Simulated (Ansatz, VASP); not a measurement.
# One calculation of TiO2, two programs

```
Ti O
1.0
    -1.96274    1.96274    4.62404
     1.96274   -1.96274    4.62404
     1.96274    1.96274   -4.62404
Ti O
2 4
Direct
  0.00000 0.00000 0.00000
  0.75000 0.25000 0.50000
  0.20528 0.20528 0.00000
  0.95528 0.45528 0.50000
  0.54472 0.04472 0.50000
  0.79472 0.79472 0.00000
```

Alike in both runs: task single point; functional PBE; k mesh 10 × 10 × 10; occupations gaussian, width 0.05 eV; no spin polarisation; Hubbard terms Ti d U = 4.0 eV.

|  | VASP | Ansatz |
| --- | --- | --- |
| version | VASP 6.6.1 | Ansatz 0.2.0 |
| potentials or method | VASP PAW PBE potentials, release 64 (Ti_sv, O), cutoff 520 eV | scalar-relativistic, plane waves, PAW |
| valence electrons in the cell | 48 | 48 |

Ansatz gave:

| Quantity | Value |
| --- | --- |
| gap on the k mesh at the Fermi level (eV) | 2.71 |
| least direct gap on the mesh (eV) | 2.96 |
| pressure (GPa) | 3.2 |
| traceless stress, the component that is largest in VASP (GPa) | 15.03 |
| rms of the force components (eV/Å) | 0.552 |

Q: Which values does VASP return?

A: gap on the k mesh at the Fermi level (eV): 2.68; least direct gap on the mesh (eV): 2.95; pressure (GPa): 7.4; traceless stress, the component that is largest in VASP (GPa): 16.30; rms of the force components (eV/Å): 0.688.

The programs project onto different local orbitals, so the same U acts differently, and such runs can settle in different states. Atom by atom the forces differ by 0.137 eV/Å (rms over components).
